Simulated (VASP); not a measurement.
# Br (Fd-3m) in VASP: notebook, part 2 of 2

VASP 6.6.1.

### 4 Single point, PBE

This run uses another cell than the first one, of 27.39 Å³/atom, 1.345 times its volume.

The input, INCAR:

```
SYSTEM = Br
ALGO = Normal
EDIFF = 1E-6
ENCUT = 520
GGA = PE
ISIF = 2
ISMEAR = 1
LASPH = .True.
LCHARG = .False.
LREAL = .False.
LWAVE = .False.
NBANDS = 14
NELM = 80
PREC = Accurate
SIGMA = 0.01
```

The input, KPOINTS:

```
k-points
0
Gamma
  6 6 6
  0 0 0
```

The input, POSCAR:

```
Br
1.0
    0.0000000000      3.0143960736      3.0143960736
    3.0143960736      0.0000000000      3.0143960736
    3.0143960736      3.0143960736      0.0000000000
Br
2
Direct
    0.0000000000      0.0000000000      0.0000000000
    0.2500000000      0.2500000000      0.2500000000
```

On the command line:

```
$ cat potpaw_PBE.64/Br/POTCAR > POTCAR
$ mpirun -np 1 vasp_std > vasp.out
```

It took 8.2 s on 1 thread of AMD EPYC 7R43 (Zen 3), shared host; peak memory 0.14 GiB.

Results (log left out):

```yaml
Free_energy: -0.7229 eV
Pressure: 20.0 GPa
Band_gap_on_the_k_mesh: zero (band 7 reaches 3.83 eV, above the bottom of band 8 at 0.98 eV)
```

Levels at points of the mesh, in eV from the Fermi level:
| k point | band 3 | band 4 | band 5 | band 6 | band 7 | band 8 | band 9 | band 10 | band 11 | band 12 |
| --- | --- | --- | --- | --- | --- | --- | --- | --- | --- | --- |
| (0.00, 0.00, 0.00) | -4.95 | -4.95 | -4.95 | -2.02 | -2.02 | -2.02 | 4.45 | 7.82 | 7.82 | 10.05 |
| (0.50, 0.00, 0.00) | -5.65 | -5.65 | -5.58 | -0.92 | -0.92 | 0.26 | 6.95 | 7.27 | 8.14 | 8.14 |
| (0.50, 0.50, 0.00) | -6.42 | -6.42 | -3.26 | -3.26 | 0.82 | 0.82 | 6.17 | 6.17 | 10.07 | 10.07 |

### 5 Single point, PBE

This run uses another cell than the first one, of 42.76 Å³/atom, 2.099 times its volume.

The input, INCAR:

```
SYSTEM = Br
PREC = Accurate ; ENCUT = 520
EDIFF = 1E-7 ; ISMEAR = 1
SIGMA = 0.01 ; LREAL = .FALSE.
LASPH = .TRUE. ; NELM = 60
ALGO = Normal ; ISIF = 2
LWAVE = .FALSE. ; LCHARG = .FALSE.
GGA = PE ; NBANDS = 14
```

The input, KPOINTS:

```
regular mesh
0
G
  6 6 6
  0 0 0
```

The input, POSCAR:

```
Br
1.0
    0.0000000000      3.4969505645      3.4969505645
    3.4969505645      0.0000000000      3.4969505645
    3.4969505645      3.4969505645      0.0000000000
Br
2
Direct
    0.0000000000      0.0000000000      0.0000000000
    0.2500000000      0.2500000000      0.2500000000
```

Potentials or basis: VASP PAW PBE potentials, release 64 (Br).

On the command line:

```
$ cat potpaw_PBE.64/Br/POTCAR > POTCAR
$ mpirun -np 1 vasp_std > vasp.out
```

OUTCAR:

```text
SYSTEM = Br
   PREC = Accurate
   ENCUT = 520
   EDIFF = 1E-7
   ISMEAR = 1
   LREAL = .FALSE.
   LASPH = .TRUE.
   NELM = 60
   ISIF = 2
   GGA = PE

 ion  position               nearest neighbor table
   1  0.000  0.000  0.000-
   2  0.250  0.250  0.250-

  LATTYP: Found a face centered cubic cell.
 ALAT       =     6.9939011290

  Lattice vectors:

 A1 = (   0.0000000000,   3.4969505645,   3.4969505645)
[... 447 lines left out ...]
     13      10.2942      0.00000
     14      10.2942      0.00000

------------------------ aborting loop because EDIFF is reached ----------------------------------------

  FORCE on cell =-STRESS in cart. coord.  units (eV):
  Direction    XX          YY          ZZ          XY          YZ          ZX
  --------------------------------------------------------------------------------------
  -------------------------------------------------------------------------------------
  Total        0.0062044      0.0062044      0.0062044     -0.0000000      0.0000000     -0.0000000
  in kB        0.1162278      0.1162278      0.1162278     -0.0000000      0.0000000     -0.0000000
  external PRESSURE =       0.1162278 kB  Pullay stress =       0.0000000 kB

 VOLUME and BASIS-vectors are now :
 -----------------------------------------------------------------------------
  energy-cutoff  :      520.00
  volume of cell :       85.53
      direct lattice vectors                 reciprocal lattice vectors
     0.000000000  3.496950565  3.496950565    -0.142981718  0.142981718  0.142981718
     3.496950565  0.000000000  3.496950565     0.142981718 -0.142981718  0.142981718
     3.496950565  3.496950565  0.000000000     0.142981718  0.142981718 -0.142981718

 POSITION                                       TOTAL-FORCE (eV/Angst)
 -----------------------------------------------------------------------------------
      0.00000      0.00000      0.00000        -0.000000     -0.000000     -0.000000
      1.74848      1.74848      1.74848         0.000000      0.000000      0.000000
 -----------------------------------------------------------------------------------
    total drift:                               -0.000000      0.000000      0.000000

  FREE ENERGIE OF THE ION-ELECTRON SYSTEM (eV)
  ---------------------------------------------------
  free  energy   TOTEN  =        -2.0025962796 eV

  energy  without entropy=       -2.0024690424  energy(sigma->0) =       -2.00255387
```

OSZICAR:

```text
N       E                     dE             d eps       ncg     rms          rms(c)
DAV:   1     0.730441362921E+02    0.73044E+02   -0.53524E+03   448   0.799E+02
DAV:   2     0.375133641011E+01   -0.69293E+02   -0.65597E+02   662   0.139E+02
DAV:   3    -0.194485469946E+01   -0.56962E+01   -0.55746E+01   568   0.425E+01
DAV:   4    -0.200037701913E+01   -0.55522E-01   -0.55513E-01   562   0.514E+00
DAV:   5    -0.200098585581E+01   -0.60884E-03   -0.60876E-03   598   0.516E-01    0.563E+00
DAV:   6    -0.200176147528E+01   -0.77562E-03   -0.95986E-04   574   0.212E-01    0.343E+00
DAV:   7    -0.200259708687E+01   -0.83561E-03   -0.13951E-03   574   0.275E-01    0.465E-02
DAV:   8    -0.200259146488E+01    0.56220E-05   -0.51560E-05   544   0.381E-02    0.126E-02
DAV:   9    -0.200259555033E+01   -0.40855E-05   -0.67848E-06   562   0.154E-02    0.473E-03
DAV:  10    -0.200259625179E+01   -0.70146E-06   -0.14085E-06   514   0.997E-03    0.489E-03
DAV:  11    -0.200259627963E+01   -0.27841E-07   -0.14607E-07   466   0.206E-03
   1 F= -.20025963E+01 E0= -.20025539E+01  d E =-.127237E-03
```

Wall time 19 s (1 thread of AMD EPYC 7R43 (Zen 3), shared host); peak memory 0.19 GiB.

Results:

| Property | Result |
| --- | --- |
| Free energy | -2.0026 eV |
| Pressure | 0.0 GPa |
| Band gap on the k mesh | zero (band 7 reaches -0.94 eV, above the bottom of band 8 at -2.15 eV) |

Levels at points of the mesh, in eV from the Fermi level:
| k point | band 4 | band 5 | band 6 | band 7 | band 8 | band 9 | band 10 | band 11 |
| --- | --- | --- | --- | --- | --- | --- | --- | --- |
| (0.00, 0.00, 0.00) | -2.73 | -2.73 | -0.91 | -0.91 | -0.91 | 5.18 | 9.07 | 9.07 |
| (0.50, 0.00, 0.00) | -3.11 | -3.11 | -0.37 | -0.37 | -0.23 | 7.58 | 7.78 | 8.85 |
| (0.50, 0.50, 0.00) | -3.52 | -1.87 | -1.87 | 0.30 | 0.30 | 7.10 | 7.10 | 10.58 |

### 6 The runs side by side

```tsv
cell	gap on the mesh (eV)	pressure (GPa)
a = 3.862 Å, angles 60.0°, 2 atoms	none	60.1
a = 4.020 Å, angles 60.0°, 2 atoms	none	40.1
a = 4.263 Å, angles 60.0°, 2 atoms	none	20.0
a = 4.945 Å, angles 60.0°, 2 atoms	none	0.0
```

Alike in all rows: task single point; level PBE; potentials or basis VASP PAW PBE potentials, release 64 (Br); no spin polarisation; k mesh 6 × 6 × 6; cutoff (eV) 520; smearing methfessel-paxton 0.01 eV.

Total energies depend on the potentials used, so only differences within one code and one set of settings carry meaning.
